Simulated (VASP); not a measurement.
## ZnS: single point with LDA

ZnS:

```xyz
2
Lattice="0.0000 2.6306 2.6306 2.6306 0.0000 2.6306 2.6306 2.6306 0.0000" Properties=species:S:1:pos:R:3 pbc="T T T"
Zn    0.0000    0.0000    0.0000
S     3.9459    3.9459    3.9459
```

This cell differs from its parent crystal: volume scaled by 0.98.

- Program: VASP 6.6.1
- Task: single point
- Functional: LDA
- Potentials or basis: VASP PAW LDA potentials, release 64 (Zn, S)
- Cutoff: 520 eV
- k mesh: 10 × 10 × 10
- Occupations: gaussian, width 0.01 eV
- Spin: no spin polarisation
- Dipole correction: no
- Further INCAR settings: ALGO = Normal; EDIFF = 1e-06; NBANDS = 16

```json
{
  "Pressure": "2.1 GPa",
  "Band gap on the k mesh": "2.25 eV, direct"
}
```

Levels at points of the mesh, in eV from the valence-band top:
```
           k point  band 6  band 7  band 8  band 9  band 10  band 11  band 12  band 13
(0.00, 0.00, 0.00)   -6.28    0.00    0.00    0.00     2.25     6.19     6.19     6.19
(0.50, 0.00, 0.00)   -6.06   -5.91   -1.00   -1.00     3.27     6.74     6.74     8.91
(0.50, 0.50, 0.00)   -6.02   -4.99   -2.55   -2.55     3.01     3.87    11.32    12.34
```

Run time: 17 s on 1 thread of Intel(R) Xeon(R) 6975P-C (Granite Rapids), on a shared host, peak memory 0.15 GiB.
